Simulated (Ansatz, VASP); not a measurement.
# Ti in VASP and in Ansatz

INCAR

```
SYSTEM = Ti
  PREC = Accurate
  ENCUT = 600
  EDIFF = 1E-7
  ISMEAR = -1
  SIGMA = 0.1
  LREAL = .False.
  LASPH = .True.
  NELM = 80
  ALGO = Normal
  ISIF = 3
  LWAVE = .False.
  LCHARG = .False.
  GGA = RP
  IBRION = 2
  NSW = 80
  EDIFFG = -0.01
```

Contents of KPOINTS:

```
regular mesh
0
Gamma
  8 8 11
  0 0 0
```

Contents of POSCAR:

```
Ti
1.0
    4.6382998794      0.0000000000      0.0000000000
   -2.3191499397      4.0168855259      0.0000000000
    0.0000000000      0.0000000000      2.8432778261
Ti
3
Direct
    0.0000000000      0.0000000000      0.0000000000
    0.3333333333      0.6666666667      0.5000000000
    0.6666666667      0.3333333333      0.5000000000
```

Input for Ansatz:

```yaml
crystal:
  lattice:
    - [4.6382998794, 0.0, 0.0]
    - [-2.3191499397, 4.0168855259, 0.0]
    - [0.0, 0.0, 2.8432778261]
  atoms:
    - { symbol: Ti, position: [0.0, 0.0, 0.0] }
    - { symbol: Ti, position: [0.3333333333, 0.6666666667, 0.5] }
    - { symbol: Ti, position: [0.6666666667, 0.3333333333, 0.5] }
hamiltonian:
  xc: rpbe
  pseudopotentials:
    kind: paw
    azcp:
      Ti: "pseudopotentials/Ti.paw.azcp"
basis:
  ecutwfc: 420
  fft_grid_basis: typed
kpoints:
  mp_grid: { grid: [8, 8, 11], shift: [0, 0, 0] }
magnetization:
  spin_polarized: false
scf:
  occupations: { method: fermi_dirac, width: 0.1 }
relax:
  max_steps: 60
  f_tol: 0.01
  cell: {}
```

Alike in both runs: task relaxation of cell and atoms; functional RPBE; k mesh 8 × 8 × 11; occupations fermi-dirac, width 0.1 eV; no spin polarisation.

|  | VASP | Ansatz |
| --- | --- | --- |
| version | VASP 6.6.1 | Ansatz 0.2.0 |
| potentials or method | VASP PAW PBE potentials, release 64 (Ti_sv), cutoff 600 eV | plane waves (420 eV) with PAW, scalar-relativistic |
| valence electrons in the cell | 36 | 36 |

```tsv
	VASP	Ansatz	Ansatz less VASP
relaxed volume (Å³/atom)	17.63	17.67	+0.034
relaxed length of the cell vector where the two differ most in proportion (Å)	4.625	4.629	+0.0034
```

VASP's potentials were made for PBE, not for RPBE.
